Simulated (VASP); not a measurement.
# Rb (Fm-3m) in VASP: further runs

Rb is run at these levels: LDA; tasks: single point.

All numbers are computed with VASP 6.6.1; they aren't measurements. Logs are shortened: lines on timing, memory, paths and dates and some standing lists are left out, and cuts for length are marked.

## (1) The cell of the first run

It takes space group Fm-3m (No. 225, cubic). The conventional cell has a = 6.794 Å, b = 6.794 Å, c = 6.794 Å, α = 90.00°, β = 90.00°, γ = 90.00°.

This isn't the form of Rb at room conditions, which is bcc.

## (2) Single point, LDA

Input file INCAR:

```
SYSTEM = Rb
PREC = Accurate ; ENCUT = 520
EDIFF = 1E-6 ; ISMEAR = -1
SIGMA = 0.1 ; LREAL = .FALSE.
LASPH = .TRUE. ; NELM = 100
ALGO = Normal ; ISIF = 2
LWAVE = .FALSE. ; LCHARG = .FALSE.
NBANDS = 10
```

Input file KPOINTS:

```
regular mesh
0
G
  8 8 8
  0 0 0
```

Input file POSCAR:

```
Rb
1.0
    0.0000000000      3.3967937365      3.3967937365
    3.3967937365      0.0000000000      3.3967937365
    3.3967937365      3.3967937365      0.0000000000
Rb
1
Direct
    0.0000000000      0.0000000000      0.0000000000
```

Potentials or basis: VASP PAW LDA potentials, release 64 (Rb_sv).

Started as:

```
$ cat potpaw_LDA.64/Rb_sv/POTCAR > POTCAR
$ mpirun -np 1 vasp_std > vasp.out
```

OUTCAR:

```text
SYSTEM = Rb
   PREC = Accurate
   ENCUT = 520
   EDIFF = 1E-6
   ISMEAR = -1
   LREAL = .FALSE.
   LASPH = .TRUE.
   NELM = 100
   ISIF = 2

 ion  position               nearest neighbor table
   1  0.000  0.000  0.000-

  LATTYP: Found a face centered cubic cell.
 ALAT       =     6.7935874730

  Lattice vectors:

 A1 = (   0.0000000000,   3.3967937365,   3.3967937365)
 A2 = (   3.3967937365,   0.0000000000,   3.3967937365)
 A3 = (   3.3967937365,   3.3967937365,   0.0000000000)

Analysis of symmetry for initial positions (statically):
=====================================================================
 Subroutine PRICEL returns:
 Original cell was already a primitive cell.

 Routine SETGRP: Setting up the symmetry group for a
 face centered cubic supercell.

 Subroutine GETGRP returns: Found 48 space group operations
 (whereof 48 operations were pure point group operations)
 out of a pool of 48 trial point group operations.

The static configuration has the point symmetry O_h .

Analysis of symmetry for dynamics (positions and initial velocities):
=====================================================================
 Subroutine PRICEL returns:
 Original cell was already a primitive cell.

 Routine SETGRP: Setting up the symmetry group for a
 face centered cubic supercell.

 Subroutine GETGRP returns: Found 48 space group operations
 (whereof 48 operations were pure point group operations)
 out of a pool of 48 trial point group operations.

The dynamic configuration has the point symmetry O_h .

 Subroutine INISYM returns: Found 48 space group operations
 (whereof 48 operations are pure point group operations),
 and found     1 'primitive' translations

----------------------------------------------------------------------------------------

                                     Primitive cell

  volume of cell :      78.3858

  direct lattice vectors                    reciprocal lattice vectors
     0.000000000  3.396793736  3.396793736    -0.147197634  0.147197634  0.147197634
     3.396793736  0.000000000  3.396793736     0.147197634 -0.147197634  0.147197634
     3.396793736  3.396793736  0.000000000     0.147197634  0.147197634 -0.147197634

  length of vectors
     4.803791771  4.803791771  4.803791771     0.254953780  0.254953780  0.254953780

  position of ions in fractional coordinates (direct lattice)
     0.000000000  0.000000000  0.000000000

  ion indices of the primitive-cell ions
   primitive index   ion index
                 1           1

----------------------------------------------------------------------------------------

 KPOINTS: regular mesh

Automatic generation of k-mesh.
 Grid dimensions read from file:
 generate k-points for:    8    8    8

 Generating k-lattice:

  Cartesian coordinates                     Fractional coordinates (reciprocal lattice)
    -0.018399704  0.018399704  0.018399704     0.125000000  0.000000000  0.000000000
     0.018399704 -0.018399704  0.018399704     0.000000000  0.125000000  0.000000000
     0.018399704  0.018399704 -0.018399704     0.000000000  0.000000000  0.125000000

  Length of vectors
     0.031869223  0.031869223  0.031869223

  Shift w.r.t. Gamma in fractional coordinates (k-lattice)
     0.000000000  0.000000000  0.000000000

 Subroutine IBZKPT returns following result:
 ===========================================

 Found     29 irreducible k-points:

 Following reciprocal coordinates:
            Coordinates               Weight
  0.000000  0.000000  0.000000      1.000000
  0.125000  0.000000  0.000000      8.000000
  0.250000  0.000000  0.000000      8.000000
  0.375000  0.000000  0.000000      8.000000
  0.500000  0.000000  0.000000      4.000000
  0.125000  0.125000  0.000000      6.000000
[... 16 lines left out ...]
  0.500000  0.250000  0.125000     48.000000
 -0.375000  0.250000  0.125000     24.000000
 [... further k-points ...]
   k-points           NKPTS =     29   k-points in BZ     NKDIM =     29   number of bands    NBANDS=     10
   number of dos      NEDOS =    301   number of ions     NIONS =      1
   total plane-waves  NPLWV =  46656
   dimension x,y,z NGX =    36 NGY =   36 NGZ =   36
   dimension x,y,z NGXF=    72 NGYF=   72 NGZF=   72
   ions per type =               1
   NGX,Y,Z   is equivalent  to a cutoff of  12.46, 12.46, 12.46 a.u.
   NGXF,Y,Z  is equivalent  to a cutoff of  24.92, 24.92, 24.92 a.u.
 SYSTEM =  Rb
   PREC   = accura    normal or accurate (medium, high low for compatibility)
   ISTART =      0    job   : 0-new  1-cont  2-samecut
   ICHARG =      2    charge: 1-file 2-atom 10-const
   ISPIN  =      1    spin polarized calculation?
   LNONCOLLINEAR =      F non collinear calculations
   LSORBIT =      F    spin-orbit coupling
   LASPH  =      T    aspherical Exc in radial PAW
   ENCUT  =  520.0 eV  38.22 Ry    6.18 a.u.   8.93  8.93  8.93*2*pi/ulx,y,z
   NELM   =    100;   NELMIN=  2; NELMDL= -5     # of ELM steps
   EDIFF  = 0.1E-05   stopping-criterion for ELM
   LREAL  =      F    real-space projection
   EDIFFG = 0.1E-04   stopping-criterion for IOM
   NSW    =      0    number of steps for IOM
   IBRION =     -1    ionic relax: 0-MD 1-quasi-New 2-CG
   NFREE  =      0    steps in history (QN), initial steepest desc. (CG)
   ISIF   =      2    stress and relaxation
   ISYM   =      2    0-nonsym 1-usesym 2-fastsym
   POTIM  = 0.5000    time-step for ionic-motion
   TEBEG  =    0.0;   TEEND  =   0.0 temperature during run
   PSTRESS=    0.0 pullay stress
   NELECT =       9.0000    total number of electrons
   NUPDOWN=      -1.0000    fix difference up-down
   EMIN   =  10.00;   EMAX   =-10.00  energy-range for DOS
   EFERMI =   0.00;   METHOD = LEGACY
   ISMEAR =    -1;   SIGMA  =   0.10  broadening in eV -4-tet -1-fermi 0-gaus
   EFERMI_NEDOS =   21; number of points for ismear=-14 and -15
   IALGO  =     38    algorithm
   IMIX   =      4    mixing-type and parameters
     AMIX     =   0.40;   BMIX     =  1.00
     AMIX_MAG =   1.60;   BMIX_MAG =  1.00
  volume/ion in A,a.u.               =      78.39       528.97
  Fermi-wavevector in a.u.,A,eV,Ry     =   0.795689  1.503634  8.614126  0.633120
  Thomas-Fermi vector in A             =   1.902066
   LORBIT       =      0    0 simple, 1 ext, 2 COOP (PROOUT), +10 PAW based schemes
   GGA     = CA    functional components
   LHFCALC =     F    Hartree Fock is set to
   AEXX    =    0.0000 exact exchange contribution
   IVDW    =     0    specifies the selected vdW correction
   LEPSILON=     F    determine dielectric tensor
   LRPA    =     F    only Hartree local field effects (RPA)
 non-spin polarized calculation
  energy-cutoff  :      520.00
  volume of cell :       78.39
 maximum number of plane-waves:      2148
   NGX = 17   NGY = 17   NGZ = 17

 number of electron       9.0000000 magnetization

 Free energy of the ion-electron system (eV)
  ---------------------------------------------------
  ext. energy  EPLUGINS =         0.00000000
  ---------------------------------------------------
  free energy    TOTEN  =        -1.07349413 eV

  energy without entropy =       -1.04177474  energy(sigma->0) =       -1.05763444

 E-fermi :   0.1102     XC(G=0):  -6.0704

 val. band max:       -0.0141349061   @ k =   0.3750   0.3750   0.0000
 cond. band min:       0.1931118178   @ k =   0.5000   0.0000   0.0000
 fundamental gap:      0.2072467239
 Fermi energy:         0.1101825412

 k-point     1 :       0.0000    0.0000    0.0000
  band No.  band energies     occupation
      1     -28.5796      2.00000
      2     -12.6617      2.00000
      3     -12.6617      2.00000
      4     -12.6617      2.00000
      5      -2.0536      2.00000
      6       3.7704      0.00000
      7       3.7704      0.00000
      8       3.7704      0.00000
      9       5.2373      0.00000
     10       5.2373      0.00000

 k-point     2 :       0.1250    0.0000    0.0000
  band No.  band energies     occupation
      1     -28.5785      2.00000
      2     -12.6864      2.00000
      3     -12.6650      2.00000
      4     -12.6650      2.00000
      5      -1.8528      2.00000
      6       3.3223      0.00000
      7       3.8523      0.00000
      8       3.8523      0.00000
      9       5.0521      0.00000
     10       5.0521      0.00000

 k-point     3 :       0.2500    0.0000    0.0000
  band No.  band energies     occupation
      1     -28.5756      2.00000
      2     -12.7448      2.00000
      3     -12.6727      2.00000
      4     -12.6727      2.00000
      5      -1.2872      2.00000
      6       2.4917      0.00000
      7       3.8581      0.00000
      8       3.8581      0.00000
      9       5.0766      0.00000
     10       5.0766      0.00000

 k-point     4 :       0.3750    0.0000    0.0000
  band No.  band energies     occupation
      1     -28.5727      2.00000
      2     -12.8016      2.00000
      3     -12.6803      2.00000
      4     -12.6803      2.00000
      5      -0.4717      1.99407
      6       1.6172      0.00000
      7       3.6550      0.00000
      8       3.6550      0.00000
      9       5.7117      0.00000
     10       5.7789      0.00000
[... 222 lines left out ...]
 k-point    22 :       0.3750    0.2500    0.1250
  band No.  band energies     occupation
      1     -28.5735      2.00000
      2     -12.7588      2.00000
      3     -12.7024      2.00000
      4     -12.6827      2.00000
      5      -0.8097      1.99980
      6       2.3630      0.00000
      7       3.0113      0.00000
      8       4.1473      0.00000
      9       4.4380      0.00000
     10       5.8802      0.00000

 k-point    23 :       0.5000    0.2500    0.1250
  band No.  band energies     occupation
      1     -28.5712      2.00000
      2     -12.7892      2.00000
      3     -12.7203      2.00000
      4     -12.6920      2.00000
      5      -0.0195      1.57062
      6       1.7757      0.00000
      7       2.6141      0.00000
      8       3.9136      0.00000
      9       5.0106      0.00000
     10       5.9591      0.00000

 k-point    24 :      -0.3750    0.2500    0.1250
  band No.  band energies     occupation
      1     -28.5702      2.00000
      2     -12.8021      2.00000
      3     -12.7260      2.00000
      4     -12.6970      2.00000
      5       0.7537      0.00320
      6       1.0521      0.00016
      7       2.5831      0.00000
      8       3.7778      0.00000
      9       5.0732      0.00000
     10       6.1111      0.00000

 [... further k-points ...]

------------------------ aborting loop because EDIFF is reached ----------------------------------------

  FORCE on cell =-STRESS in cart. coord.  units (eV):
  Direction    XX          YY          ZZ          XY          YZ          ZX
  --------------------------------------------------------------------------------------
  -------------------------------------------------------------------------------------
  Total       -0.0065517     -0.0065517     -0.0065517     -0.0000000     -0.0000000      0.0000000
  in kB       -0.1339151     -0.1339151     -0.1339151     -0.0000000     -0.0000000      0.0000000
  external PRESSURE =      -0.1339151 kB  Pullay stress =       0.0000000 kB

 VOLUME and BASIS-vectors are now :
 -----------------------------------------------------------------------------
  energy-cutoff  :      520.00
  volume of cell :       78.39
      direct lattice vectors                 reciprocal lattice vectors
     0.000000000  3.396793736  3.396793736    -0.147197634  0.147197634  0.147197634
     3.396793736  0.000000000  3.396793736     0.147197634 -0.147197634  0.147197634
     3.396793736  3.396793736  0.000000000     0.147197634  0.147197634 -0.147197634

 POSITION                                       TOTAL-FORCE (eV/Angst)
 -----------------------------------------------------------------------------------
      0.00000      0.00000      0.00000         0.000000      0.000000     -0.000000
 -----------------------------------------------------------------------------------
    total drift:                               -0.000000      0.000000      0.000000

  FREE ENERGIE OF THE ION-ELECTRON SYSTEM (eV)
  ---------------------------------------------------
  free  energy   TOTEN  =        -1.0734941327 eV

  energy  without entropy=       -1.0417747419  energy(sigma->0) =       -1.05763444
```

Run time: 17 s. Hardware: 1 thread of Intel Xeon 8259CL, shared host; peak memory 0.17 GiB.

Results:

| Quantity | Value |
| --- | --- |
| Free energy | -1.0735 eV |
| Pressure | 0.0 GPa |
| Band gap on the k mesh | zero (an odd number of electrons rules out a gap without spin polarisation) |

## (3) Single point, LDA (72.11 Å³/atom)

This run uses another cell than the first one, of 72.11 Å³/atom.

Input file INCAR:

```
PREC = Accurate
ENCUT = 520
EDIFF = 1E-6
ISMEAR = -1
SIGMA = 0.1
LREAL = F
LASPH = T
NELM = 60
ALGO = Normal
ISIF = 2
LWAVE = F
LCHARG = F
GGA = CA
NBANDS = 10
```

Input file KPOINTS:

```
Automatic mesh
0
Gamma
  9 9 9
```

Input file POSCAR:

```
Rb
1.0
    0.0000000000      3.3036836331      3.3036836331
    3.3036836331      0.0000000000      3.3036836331
    3.3036836331      3.3036836331      0.0000000000
Rb
1
Direct
    0.0000000000      0.0000000000      0.0000000000
```

Potentials or basis: VASP PAW LDA potentials, release 64 (Rb_sv).

Started as:

```
$ cat potpaw_LDA.64/Rb_sv/POTCAR > POTCAR
$ mpirun -np 1 vasp_std > vasp.out
```

OUTCAR:

```text
PREC = Accurate
   ENCUT = 520
   EDIFF = 1E-6
   ISMEAR = -1
   LREAL = F
   LASPH = T
   NELM = 60
   ISIF = 2
   GGA = CA

 ion  position               nearest neighbor table
   1  0.000  0.000  0.000-

  LATTYP: Found a face centered cubic cell.
 ALAT       =     6.6073672662

  Lattice vectors:

 A1 = (   0.0000000000,   3.3036836331,   3.3036836331)
 A2 = (   3.3036836331,   0.0000000000,   3.3036836331)
 A3 = (   3.3036836331,   3.3036836331,   0.0000000000)

[... 488 lines left out ...]
     10       6.4970      0.00000

 [... further k-points ...]

------------------------ aborting loop because EDIFF is reached ----------------------------------------

  FORCE on cell =-STRESS in cart. coord.  units (eV):
  Direction    XX          YY          ZZ          XY          YZ          ZX
  --------------------------------------------------------------------------------------
  -------------------------------------------------------------------------------------
  Total        0.1365239      0.1365239      0.1365239      0.0000000     -0.0000000     -0.0000000
  in kB        3.0331511      3.0331511      3.0331511      0.0000000     -0.0000000     -0.0000000
  external PRESSURE =       3.0331511 kB  Pullay stress =       0.0000000 kB

 VOLUME and BASIS-vectors are now :
 -----------------------------------------------------------------------------
  energy-cutoff  :      520.00
  volume of cell :       72.11
      direct lattice vectors                 reciprocal lattice vectors
     0.000000000  3.303683633  3.303683633    -0.151346211  0.151346211  0.151346211
     3.303683633  0.000000000  3.303683633     0.151346211 -0.151346211  0.151346211
     3.303683633  3.303683633  0.000000000     0.151346211  0.151346211 -0.151346211

 POSITION                                       TOTAL-FORCE (eV/Angst)
 -----------------------------------------------------------------------------------
      0.00000      0.00000      0.00000        -0.000000     -0.000000      0.000000
 -----------------------------------------------------------------------------------
    total drift:                               -0.000000      0.000000      0.000000

  FREE ENERGIE OF THE ION-ELECTRON SYSTEM (eV)
  ---------------------------------------------------
  free  energy   TOTEN  =        -1.0710536575 eV

  energy  without entropy=       -1.0437819314  energy(sigma->0) =       -1.05741779
```

stdout:

```text
POSCAR found type information on POSCAR Rb
 POSCAR found :  1 types and       1 ions
 scaLAPACK will be used
 LDA part: xc-table for (Slater(with rela. corr.)+CA(PZ))
 , standard interpolation
 POSCAR, INCAR and KPOINTS ok, starting setup
 FFT: planning ... GRIDC
 FFT: planning ... GRID_SOFT
 FFT: planning ... GRID
 WAVECAR not read
 entering main loop
```

Wall time 19 s (1 thread of Intel Xeon 8259CL, shared host); peak memory 0.17 GiB.

What came out:

```yaml
Free_energy: -1.0711 eV
Pressure: 0.3 GPa
Band_gap_on_the_k_mesh: zero (an odd number of electrons rules out a gap without spin polarisation)
```

(Part 1 of 2 ends here.)
